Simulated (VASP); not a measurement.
**PtS2: single point with PBE**

The system is PtS2.

```
CELL_PARAMETERS angstrom
3.54320 0.00000 0.00000
-1.77160 3.06850 0.00000
0.00000 0.00000 5.03880
ATOMIC_POSITIONS crystal
Pt 0.00000 0.00000 0.00000
S 0.66667 0.33333 0.77300
S 0.33333 0.66667 0.22700
```

```json
{
  "Program": "VASP 6.6.1",
  "Task": "single point",
  "Functional": "PBE",
  "Potentials or basis": "VASP PAW PBE potentials, release 64 (Pt, S)",
  "Cutoff": "520 eV",
  "k mesh": "11 × 11 × 7",
  "Occupations": "fermi-dirac, width 0.02 eV",
  "Spin": "no spin polarisation"
}
```

| Item | Value |
| --- | --- |
| Pressure | 11.1 GPa |
| Largest force | 1.213 eV/Å |
| Band gap on the k mesh | 0.73 eV, indirect (least direct gap 0.99 eV) |

Forces on the atoms (eV/Å):
```
Pt   0.000  0.000  0.000
S    0.000  0.000 -1.213
S    0.000  0.000  1.213
```

Stress tensor (GPa, compression positive):
```
11.57  0.00  0.00
 0.00 11.57  0.00
 0.00  0.00 10.09
```

Levels at points of the mesh, in eV from the valence-band top:
```
           k point  band 8  band 9  band 10  band 11  band 12  band 13  band 14  band 15
(0.00, 0.00, 0.00)   -1.84   -1.19    -1.19    -0.17     2.41     2.41     4.75     5.73
```

It took 52 s on 1 thread of AMD EPYC 9R45 96-Core Processor (Zen 5), on a shared host, peak memory 0.21 GiB.

Caveat: spin-orbit coupling is left out, which moves the levels of the heavy elements; forces of over 1 eV/Å act on the atoms, so gaps and moduli don't describe the material at rest. Expect the measured gap to be larger: semilocal functionals such as PBE lack the derivative discontinuity.
